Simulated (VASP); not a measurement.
# Ta2C (P-3m1) in VASP: notebook

Runs on Ta2C. Level: PBEsol. Tasks: single point.

Program: VASP 6.6.1. These are calculated values, not measurements. Logs are shortened: lines on timing, memory, paths and dates and some standing lists are left out, and cuts for length are marked.

### Step 1. The cell of the first run

Symmetry: P-3m1, No. 164, trigonal system. Conventional cell: a = 3.231 Å, b = 3.231 Å, c = 5.072 Å, α = 90.00°, β = 90.00°, γ = 120.00°. Ta (site symmetry 3m) has 3 C at 2.10 Å and 3 Ta at 2.68 Å within 2.8 Å. C (site symmetry -3m) has 6 Ta at 2.10 Å within 2.8 Å.

### Step 2. Single point, PBEsol (strained)

Contents of INCAR:

```
PREC = Accurate ; ENCUT = 520
EDIFF = 1E-6 ; ISMEAR = 0
SIGMA = 0.1 ; LREAL = False
LASPH = True ; NELM = 100
ALGO = Normal ; ISIF = 2
LWAVE = False ; LCHARG = False
GGA = PS ; NBANDS = 20
```

Contents of KPOINTS:

```
regular mesh
0
Gamma
  15 15 8
```

Contents of POSCAR:

```
Ta2C
1.0
    3.2312238301      0.0000000000      0.0000000000
   -1.6156119150      2.7983219222      0.0000000000
    0.0000000000      0.0000000000      5.0717912400
Ta C
2 1
Direct
    0.3333333333      0.6666666667      0.1901091796
    0.6666666667      0.3333333333      0.8098908204
    0.0000000000      0.0000000000      0.0000000000
```

Potentials or basis: VASP PAW PBE potentials, release 64 (Ta_pv, C).

On the command line:

```sh
cat potpaw_PBE.64/Ta_pv/POTCAR potpaw_PBE.64/C/POTCAR > POTCAR
mpirun -np 1 vasp_std > vasp.out
```

OUTCAR:

```text
PREC = Accurate
   ENCUT = 520
   EDIFF = 1E-6
   ISMEAR = 0
   LREAL = False
   LASPH = True
   NELM = 100
   ISIF = 2
   GGA = PS

 ion  position               nearest neighbor table
   1  0.333  0.667  0.190-   3 2.10   3 2.10   3 2.10   2 2.68   2 2.68   2 2.68
   2  0.667  0.333  0.810-   3 2.10   3 2.10   3 2.10   1 2.68   1 2.68   1 2.68
   3  0.000  0.000  0.000-   1 2.10   2 2.10   1 2.10   2 2.10   2 2.10   1 2.10

  LATTYP: Found a hexagonal cell.
 ALAT       =     3.2312238301
 C/A-ratio  =     1.5696192857

  Lattice vectors:

 A1 = (   3.2312238301,   0.0000000000,   0.0000000000)
 A2 = (  -1.6156119150,   2.7983219222,   0.0000000000)
 A3 = (   0.0000000000,   0.0000000000,   5.0717912400)

Analysis of symmetry for initial positions (statically):
[... 33 lines left out ...]
                                     Primitive cell

  volume of cell :      45.8592

  direct lattice vectors                    reciprocal lattice vectors
     3.231223830  0.000000000  0.000000000     0.309480263  0.178678513  0.000000000
    -1.615611915  2.798321922  0.000000000     0.000000000  0.357357026  0.000000000
     0.000000000  0.000000000  5.071791240     0.000000000  0.000000000  0.197168999

  length of vectors
     3.231223830  3.231223830  5.071791240     0.357357026  0.357357026  0.197168999

  position of ions in fractional coordinates (direct lattice)
     0.333333333  0.666666667  0.190109180
     0.666666667  0.333333333  0.809890820
     0.000000000  0.000000000  0.000000000

  ion indices of the primitive-cell ions
   primitive index   ion index
                 1           1
                 2           2
                 3           3

----------------------------------------------------------------------------------------

 KPOINTS: regular mesh

Automatic generation of k-mesh.
 Grid dimensions read from file:
 generate k-points for:   15   15    8

 Generating k-lattice:

  Cartesian coordinates                     Fractional coordinates (reciprocal lattice)
     0.020632018  0.011911901  0.000000000     0.066666667  0.000000000  0.000000000
     0.000000000  0.023823802  0.000000000     0.000000000  0.066666667  0.000000000
     0.000000000  0.000000000  0.024646125     0.000000000  0.000000000  0.125000000

  Length of vectors
     0.023823802  0.023823802  0.024646125

  Shift w.r.t. Gamma in fractional coordinates (k-lattice)
     0.000000000  0.000000000  0.000000000

 Subroutine IBZKPT returns following result:
 ===========================================

 Found    192 irreducible k-points:

 Following reciprocal coordinates:
            Coordinates               Weight
  0.000000  0.000000  0.000000      1.000000
  0.066667  0.000000  0.000000      6.000000
  0.133333  0.000000  0.000000      6.000000
  0.200000  0.000000  0.000000      6.000000
  0.266667  0.000000  0.000000      6.000000
  0.333333 -0.000000  0.000000      6.000000
[... 16 lines left out ...]
  0.333333  0.200000  0.000000     12.000000
  0.400000  0.200000  0.000000      6.000000
 [... further k-points ...]
   k-points           NKPTS =    192   k-points in BZ     NKDIM =    192   number of bands    NBANDS=     20
   number of dos      NEDOS =    301   number of ions     NIONS =      3
   total plane-waves  NPLWV =  23040
   dimension x,y,z NGX =    24 NGY =   24 NGZ =   40
   dimension x,y,z NGXF=    48 NGYF=   48 NGZF=   80
   ions per type =               2   1
   NGX,Y,Z   is equivalent  to a cutoff of  12.35, 12.35, 13.11 a.u.
   NGXF,Y,Z  is equivalent  to a cutoff of  24.70, 24.70, 26.22 a.u.
 SYSTEM =  unknown system
   PREC   = accura    normal or accurate (medium, high low for compatibility)
   ISTART =      0    job   : 0-new  1-cont  2-samecut
   ICHARG =      2    charge: 1-file 2-atom 10-const
   ISPIN  =      1    spin polarized calculation?
   LNONCOLLINEAR =      F non collinear calculations
   LSORBIT =      F    spin-orbit coupling
   LASPH  =      T    aspherical Exc in radial PAW
   ENCUT  =  520.0 eV  38.22 Ry    6.18 a.u.   6.01  6.01  9.43*2*pi/ulx,y,z
   NELM   =    100;   NELMIN=  2; NELMDL= -5     # of ELM steps
   EDIFF  = 0.1E-05   stopping-criterion for ELM
   LREAL  =      F    real-space projection
   EDIFFG = 0.1E-04   stopping-criterion for IOM
   NSW    =      0    number of steps for IOM
   IBRION =     -1    ionic relax: 0-MD 1-quasi-New 2-CG
   NFREE  =      0    steps in history (QN), initial steepest desc. (CG)
   ISIF   =      2    stress and relaxation
   ISYM   =      2    0-nonsym 1-usesym 2-fastsym
   POTIM  = 0.5000    time-step for ionic-motion
   TEBEG  =    0.0;   TEEND  =   0.0 temperature during run
   PSTRESS=    0.0 pullay stress
   NELECT =      26.0000    total number of electrons
   NUPDOWN=      -1.0000    fix difference up-down
   EMIN   =  10.00;   EMAX   =-10.00  energy-range for DOS
   EFERMI =   0.00;   METHOD = LEGACY
   ISMEAR =     0;   SIGMA  =   0.10  broadening in eV -4-tet -1-fermi 0-gaus
   EFERMI_NEDOS =   21; number of points for ismear=-14 and -15
   IALGO  =     38    algorithm
   IMIX   =      4    mixing-type and parameters
     AMIX     =   0.40;   BMIX     =  1.00
     AMIX_MAG =   1.60;   BMIX_MAG =  1.00
  volume/ion in A,a.u.               =      15.29       103.16
  Fermi-wavevector in a.u.,A,eV,Ry     =   1.354952  2.560488 24.978868  1.835895
  Thomas-Fermi vector in A             =   2.482080
   LORBIT       =      0    0 simple, 1 ext, 2 COOP (PROOUT), +10 PAW based schemes
   GGA     = PS    functional components
   LHFCALC =     F    Hartree Fock is set to
   AEXX    =    0.0000 exact exchange contribution
   IVDW    =     0    specifies the selected vdW correction
   LEPSILON=     F    determine dielectric tensor
   LRPA    =     F    only Hartree local field effects (RPA)
 non-spin polarized calculation
 Gauss-broadening in eV      SIGMA  =   0.10
  energy-cutoff  :      520.00
  volume of cell :       45.86
 maximum number of plane-waves:      1263
   NGX = 13   NGY = 13   NGZ = 19

 number of electron      26.0000005 magnetization

 Free energy of the ion-electron system (eV)
  ---------------------------------------------------
  ext. energy  EPLUGINS =         0.00000000
  ---------------------------------------------------
  free energy    TOTEN  =       -34.91334435 eV

  energy without entropy =      -34.91084220  energy(sigma->0) =      -34.91209327

 E-fermi :   5.3767     XC(G=0): -12.0777

 val. band max:        5.3679114564   @ k =   0.2667   0.0000   0.3750
 cond. band min:       5.3849802695   @ k =   0.4000   0.0000   0.3750
 fundamental gap:      0.0170688131
 Fermi energy:         5.3767411275

 k-point     1 :       0.0000    0.0000    0.0000
  band No.  band energies     occupation
      1     -29.6562      2.00000
      2     -28.9525      2.00000
      3     -28.9525      2.00000
      4     -28.6332      2.00000
      5     -28.6332      2.00000
      6     -28.5084      2.00000
[... 12 lines left out ...]
     19       9.6505      0.00000
     20      11.7555      0.00000

 k-point     2 :       0.0667    0.0000    0.0000
  band No.  band energies     occupation
      1     -29.6524      2.00000
      2     -28.9869      2.00000
      3     -28.9647      2.00000
      4     -28.6435      2.00000
      5     -28.6301      2.00000
      6     -28.5021      2.00000
[... 12 lines left out ...]
     19       9.7835      0.00000
     20      12.1478      0.00000

 k-point     3 :       0.1333    0.0000    0.0000
  band No.  band energies     occupation
      1     -29.6426      2.00000
      2     -29.0760      2.00000
      3     -28.9976      2.00000
      4     -28.6721      2.00000
      5     -28.6230      2.00000
      6     -28.4915      2.00000
[... 12 lines left out ...]
     19      10.1988      0.00000
     20      12.8569      0.00000

 k-point     4 :       0.2000    0.0000    0.0000
  band No.  band energies     occupation
      1     -29.6312      2.00000
      2     -29.1941      2.00000
      3     -29.0423      2.00000
      4     -28.7086      2.00000
      5     -28.6162      2.00000
      6     -28.4897      2.00000
[... 12 lines left out ...]
     19      10.7593      0.00000
     20      13.1106      0.00000

 k-point     5 :       0.2667    0.0000    0.0000
  band No.  band energies     occupation
      1     -29.6242      2.00000
      2     -29.3180      2.00000
      3     -29.0899      2.00000
      4     -28.7376      2.00000
      5     -28.6118      2.00000
      6     -28.5033      2.00000
[... 12 lines left out ...]
     19      11.1402      0.00000
     20      12.5688      0.00000

 k-point     6 :       0.3333   -0.0000    0.0000
  band No.  band energies     occupation
      1     -29.6255      2.00000
      2     -29.4279      2.00000
      3     -29.1327      2.00000
      4     -28.7474      2.00000
      5     -28.6102      2.00000
      6     -28.5320      2.00000
[... 12 lines left out ...]
     19      11.1798      0.00000
     20      12.2859      0.00000

 k-point     7 :       0.4000    0.0000    0.0000
  band No.  band energies     occupation
      1     -29.6343      2.00000
      2     -29.5077      2.00000
      3     -29.1647      2.00000
      4     -28.7354      2.00000
      5     -28.6103      2.00000
      6     -28.5707      2.00000
[... 12 lines left out ...]
     19      11.0060      0.00000
     20      12.0268      0.00000
[... 277 lines left out ...]
 k-point    20 :       0.4000    0.1333    0.0000
  band No.  band energies     occupation
      1     -29.6178      2.00000
      2     -29.5314      2.00000
      3     -29.2594      2.00000
      4     -28.7204      2.00000
      5     -28.6271      2.00000
      6     -28.5895      2.00000
[... 12 lines left out ...]
     19      11.2292      0.00000
     20      11.5258      0.00000

 k-point    21 :       0.2000    0.2000    0.0000
  band No.  band energies     occupation
      1     -29.6147      2.00000
      2     -29.3817      2.00000
      3     -29.2437      2.00000
      4     -28.6873      2.00000
      5     -28.6736      2.00000
      6     -28.5238      2.00000
[... 12 lines left out ...]
     19      11.7589      0.00000
     20      11.7706      0.00000

 k-point    22 :       0.2667    0.2000    0.0000
  band No.  band energies     occupation
      1     -29.6073      2.00000
      2     -29.4423      2.00000
      3     -29.2989      2.00000
      4     -28.7074      2.00000
      5     -28.6637      2.00000
      6     -28.5460      2.00000
[... 12 lines left out ...]
     19      11.2067      0.00000
     20      11.7425      0.00000

 k-point    23 :       0.3333    0.2000    0.0000
  band No.  band energies     occupation
      1     -29.5949      2.00000
      2     -29.4959      2.00000
      3     -29.3283      2.00000
      4     -28.7307      2.00000
      5     -28.6398      2.00000
      6     -28.5711      2.00000
[... 12 lines left out ...]
     19      11.1223      0.00000
     20      11.8909      0.00000

 k-point    24 :       0.4000    0.2000    0.0000
  band No.  band energies     occupation
      1     -29.5846      2.00000
      2     -29.5217      2.00000
      3     -29.3374      2.00000
      4     -28.7393      2.00000
      5     -28.6233      2.00000
      6     -28.5881      2.00000
[... 12 lines left out ...]
     19      11.2486      0.00000
     20      12.1685      0.00000

 [... further k-points ...]

------------------------ aborting loop because EDIFF is reached ----------------------------------------

  FORCE on cell =-STRESS in cart. coord.  units (eV):
  Direction    XX          YY          ZZ          XY          YZ          ZX
  --------------------------------------------------------------------------------------
  -------------------------------------------------------------------------------------
  Total        3.7240265      3.7240265      3.3218389      0.0000000     -0.0000000     -0.0000000
  in kB      130.1059786    130.1059786    116.0547864      0.0000000     -0.0000000     -0.0000000
  external PRESSURE =     125.4222479 kB  Pullay stress =       0.0000000 kB

 VOLUME and BASIS-vectors are now :
 -----------------------------------------------------------------------------
  energy-cutoff  :      520.00
  volume of cell :       45.86
      direct lattice vectors                 reciprocal lattice vectors
     3.231223830  0.000000000  0.000000000     0.309480263  0.178678513  0.000000000
    -1.615611915  2.798321922  0.000000000     0.000000000  0.357357026  0.000000000
     0.000000000  0.000000000  5.071791240     0.000000000  0.000000000  0.197168999

 POSITION                                       TOTAL-FORCE (eV/Angst)
 -----------------------------------------------------------------------------------
     -0.00000      1.86555      0.96419         0.000000     -0.000000      5.126930
      1.61561      0.93277      4.10760        -0.000000      0.000000     -5.126930
      0.00000      0.00000      0.00000         0.000000      0.000000      0.000000
 -----------------------------------------------------------------------------------
    total drift:                               -0.000000      0.000000      0.000000

  FREE ENERGIE OF THE ION-ELECTRON SYSTEM (eV)
  ---------------------------------------------------
  free  energy   TOTEN  =       -34.9133443463 eV

  energy  without entropy=      -34.9108421952  energy(sigma->0) =      -34.91209327
```

Run time: 1.7 min. Hardware: 1 thread of Intel Xeon Platinum 8259CL at 2.50GHz (Skylake/Cascade Lake), shared host; peak memory 0.28 GiB.

What came out:

* Free energy: -34.9133 eV
* Pressure: 12.5 GPa
* Largest force: 5.127 eV/Å
* Band gap on the k mesh: zero (band 13 reaches 5.68 eV, above the bottom of band 14 at 5.07 eV)

Forces on the atoms (eV/Å):
```
Ta   0.000  0.000  5.127
Ta   0.000  0.000 -5.127
C    0.000  0.000  0.000
```

Levels at points of the mesh, in eV from the Fermi level:
| k point | band 10 | band 11 | band 12 | band 13 | band 14 | band 15 | band 16 | band 17 |
| --- | --- | --- | --- | --- | --- | --- | --- | --- |
| (0.00, 0.00, 0.00) | -5.63 | -2.76 | -1.08 | -1.08 | 2.06 | 2.06 | 2.28 | 3.48 |
| (0.00, 0.00, 0.50) | -5.67 | -2.44 | -1.23 | -1.23 | 1.83 | 2.63 | 2.63 | 2.81 |

Caveat: the cell differs from its parent crystal (strained); the PAW data sets were made with another functional, which shifts forces and pressure a little; spin-orbit coupling is left out, which moves the levels of the heavy elements.

### Step 3. Single point, PBEsol (strained)

Contents of INCAR:

```
PREC = Accurate ; ENCUT = 520
EDIFF = 1E-6 ; ISMEAR = 0
SIGMA = 0.1 ; LREAL = F
LASPH = T ; NELM = 60
ALGO = Normal ; ISIF = 2
LWAVE = F ; LCHARG = T
GGA = PS ; LELF = T
LVHAR = T ; NBANDS = 20
```

Contents of KPOINTS:

```
Automatic mesh
0
Gamma
  15 15 8
```

Contents of POSCAR:

```
Ta2C
1.0
    3.2661962724      0.0000000000      0.0000000000
   -1.6330981362      2.8286089456      0.0000000000
    0.0000000000      0.0000000000      5.1274877040
Ta C
2 1
Direct
    0.3333333333      0.6666666667      0.2891504922
    0.6666666667      0.3333333333      0.7108495078
    0.0000000000      0.0000000000      0.0000000000
```

Potentials or basis: VASP PAW PBE potentials, release 64 (Ta_pv, C).

On the command line:

```sh
cat potpaw_PBE.64/Ta_pv/POTCAR potpaw_PBE.64/C/POTCAR > POTCAR
mpirun -np 1 vasp_std > vasp.out
```

Run time: 2 min. Hardware: 1 thread of Intel Xeon Platinum 8259CL at 2.50GHz (Skylake/Cascade Lake), shared host; peak memory 0.29 GiB.

The run converged. Its results:

```
Free energy            : -35.0376 eV
Pressure               : -30.8 GPa
Largest force          : 4.040 eV/Å
Band gap on the k mesh : zero (band 13 reaches 5.36 eV, above the bottom of band 14 at 4.95 eV)
```

Forces in eV/Å, atoms in the order of the input:
```
Ta   0.000  0.000 -4.040
Ta   0.000  0.000  4.040
C    0.000  0.000  0.000
```

Stress tensor (GPa, compression positive):
```
-30.74   0.00   0.00
  0.00 -30.74   0.00
  0.00   0.00 -31.02
```

Levels at points of the mesh, in eV from the Fermi level:
```tsv
k point	band 11	band 12	band 13	band 14	band 15	band 16
(0.00, 0.00, 0.00)	-1.91	-0.09	-0.09	0.84	1.22	1.22
(0.00, 0.00, 0.50)	-2.41	-0.36	-0.36	-0.15	2.83	2.83
```

Caveat: the cell differs from its parent crystal (strained); the PAW data sets were made with another functional, which shifts forces and pressure a little; spin-orbit coupling is left out, which moves the levels of the heavy elements.

### Step 4. Single point, PBEsol

This run uses another cell than the first one, of 13.61 Å³/atom, 0.890 times its volume.

Contents of INCAR:

```
SYSTEM = Ta2C
PREC = Accurate
ENCUT = 520
EDIFF = 1E-6
ISMEAR = 0
SIGMA = 0.15
LREAL = .FALSE.
LASPH = .TRUE.
NELM = 80
ALGO = Normal
ISIF = 2
LWAVE = .FALSE.
LCHARG = .FALSE.
GGA = PS
NBANDS = 20
```

Contents of KPOINTS:

```
Automatic mesh
0
G
  18 18 10
  0 0 0
```

Contents of POSCAR:

```
Ta2C
1.0
    3.0953007023      0.0000000000      0.0000000000
   -1.5476503512      2.6806090406      0.0000000000
    0.0000000000      0.0000000000      4.9210802832
Ta C
2 1
Direct
    0.3333333333      0.6666666667      0.2528761935
    0.6666666667      0.3333333333      0.7471238065
    0.0000000000      0.0000000000      0.0000000000
```

On the command line:

```sh
cat potpaw_PBE.64/Ta_pv/POTCAR potpaw_PBE.64/C/POTCAR > POTCAR
mpirun -np 1 vasp_std > vasp.out
```

Run time: 2.5 min. Hardware: 1 thread of Intel Xeon Platinum 8259CL at 2.50GHz (Skylake/Cascade Lake), shared host; peak memory 0.35 GiB.

Results (log left out):

* Free energy: -36.7071 eV
* Pressure: 0.5 GPa
* Largest force: 0.051 eV/Å
* Band gap on the k mesh: zero (band 13 reaches 7.00 eV, above the bottom of band 14 at 6.20 eV)

Forces on the atoms (eV/Å):
```
Ta   0.000  0.000  0.051
Ta   0.000  0.000 -0.051
C    0.000  0.000  0.000
```

Levels at points of the mesh, in eV from the Fermi level:
```csv
k point,band 11,band 12,band 13,band 14,band 15,band 16
"(0.00, 0.00, 0.00)",-2.98,-0.01,0.51,0.51,1.13,1.13
"(0.50, 0.00, 0.00)",-3.76,-1.80,-0.23,3.36,3.49,4.71
"(0.00, 0.00, 0.50)",-1.83,-1.54,-0.29,-0.29,2.99,2.99
"(0.50, 0.00, 0.50)",-2.55,-1.15,-0.97,1.55,1.56,4.36
```

Caveat: the PAW data sets were made with another functional, which shifts forces and pressure a little; spin-orbit coupling is left out, which moves the levels of the heavy elements.

### Step 5. The runs side by side

```csv
cell,k mesh,smearing,gap on the mesh (eV),pressure (GPa),largest force (eV/Å)
"a = 3.231, b = 3.231, c = 5.072 Å, angles 90.0, 90.0, 120.0°, 3 atoms",15 × 15 × 8,gaussian 0.1 eV,none,12.5,5.13
"a = 3.266, b = 3.266, c = 5.127 Å, angles 90.0, 90.0, 120.0°, 3 atoms",15 × 15 × 8,gaussian 0.1 eV,none,-30.8,4.04
"a = 3.095, b = 3.095, c = 4.921 Å, angles 90.0, 90.0, 120.0°, 3 atoms",18 × 18 × 10,gaussian 0.15 eV,none,0.5,0.05
```

Alike in all rows: task single point; level PBEsol; potentials or basis VASP PAW PBE potentials, release 64 (Ta_pv, C); no spin polarisation; cutoff (eV) 520.

Caveats: the PAW data sets were made with another functional, which shifts forces and pressure a little; spin-orbit coupling is left out, which moves the levels of the heavy elements.

Absolute energies hang on the potentials; compare differences alone.
